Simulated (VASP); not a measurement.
Input of a VASP 6.6.1 run:

Contents of INCAR:

```
SYSTEM = C
PREC = Accurate ; ENCUT = 520
EDIFF = 1E-6 ; ISMEAR = 0
SIGMA = 0.01 ; LREAL = .False.
LASPH = .True. ; NELM = 100
ALGO = Normal ; ISIF = 2
LWAVE = .False. ; LCHARG = .False.
NBANDS = 11
```

The input KPOINTS:

```
regular mesh
0
Gamma
  10 10 10
  0 0 0
```

The input POSCAR:

```
C
1.0
    0.0000000000      1.8068380860      1.8068380860
    1.8068380860      0.0000000000      1.8068380860
    1.8068380860      1.8068380860      0.0000000000
C
2
Direct
    0.0000000000      0.0000000000      0.0000000000
    0.2500000000      0.2500000000      0.2500000000
```

Potentials or basis: VASP PAW LDA potentials, release 64 (C).

Launch:

```console
$ cat potpaw_LDA.64/C/POTCAR > POTCAR
$ mpirun -np 1 vasp_std > vasp.out
```

Problem. Estimate the band gap on the k mesh.

Solution. 4.04 eV, indirect (least direct gap 5.43 eV).

Problem. Estimate the pressure.

Solution. -27.1 GPa.

A k mesh can miss the band edges.
